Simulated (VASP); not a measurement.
Write the native input for VASP 6.6.1 that does the following.

```yaml
Task: relaxation of cell and atoms
Functional: PBE
Potentials_or_basis: VASP PAW PBE potentials, release 64 (Cd, Si, P)
Cutoff: 500 eV
k_mesh: 6 × 6 × 6
Occupations: fermi-dirac, width 0.02 eV
Spin: no spin polarisation
Dipole_correction: no
Further_INCAR_settings: ALGO = Normal; EDIFF = 1e-07; IBRION = 2; EDIFFG = -0.005; NSW = 80; ISIF = 3
```

The structure of CdSiP2 lies in POSCAR:

```
CdSiP2
1.0
   -2.8436137418      2.8436137418      5.2485579018
    2.8436137418     -2.8436137418      5.2485579018
    2.8436137418      2.8436137418     -5.2485579018
Cd Si P
2 2 4
Direct
    0.7500000000      0.2500000000      0.5000000000
    0.0000000000      0.0000000000      0.0000000000
    0.5000000000      0.5000000000      0.0000000000
    0.2500000000      0.7500000000      0.5000000000
    0.8750000000      0.8281283000      0.4531283000
    0.1718717000      0.6250000000      0.0468717000
    0.3750000000      0.4218717000      0.5468717000
    0.5781283000      0.1250000000      0.9531283000
```

These files were run (other wordings do the same):

INCAR

```
SYSTEM = CdSiP2
PREC     = Accurate       ! precision mode
ENCUT    = 500            ! plane-wave cutoff, eV
EDIFF    = 1E-7           ! SCF threshold, eV
ISMEAR   = -1             ! smearing method
SIGMA    = 0.02           ! smearing width, eV
LREAL    = .FALSE.        ! projectors in reciprocal space
LASPH    = .TRUE.         ! aspherical terms in the spheres
NELM     = 120            ! most SCF steps
ALGO     = Normal         ! electronic algorithm
ISIF     = 3              ! what is computed and relaxed
LWAVE    = .FALSE.        ! write WAVECAR
LCHARG   = .FALSE.        ! write CHGCAR
GGA      = PE             ! functional
IBRION   = 2              ! ionic algorithm
NSW      = 80             ! ionic steps
EDIFFG   = -0.005         ! ionic threshold
GGA_COMPAT= .FALSE.      
NELMIN   = 4
```

KPOINTS

```
Automatic mesh
0
G
  6 6 6
  0 0 0
```

Potentials or basis: VASP PAW PBE potentials, release 64 (Cd, Si, P).

Launch:

```sh
$ cat potpaw_PBE.64/Cd/POTCAR potpaw_PBE.64/Si/POTCAR potpaw_PBE.64/P/POTCAR > POTCAR
$ mpirun -np 1 vasp_std > vasp.out
```

Results of the run:

* Relaxed volume: 21.69 Å³/atom
* Relaxed cell: a = 6.661 Å, b = 6.661 Å, c = 6.661 Å, α = 129.06°, β = 129.06°, γ = 74.91°
* Space group after relaxing (to 0.1 Å): I-42d (No. 122)
* Energy gained by relaxing: 2.6 meV/atom
* Ionic steps: 7
* Pressure after relaxing: 0.0 GPa
* Band gap on the k mesh: 1.42 eV

It took 6.1 min on 1 thread of AMD EPYC 9R45 96-Core Processor (Zen 5), on a shared host, peak memory 0.39 GiB.
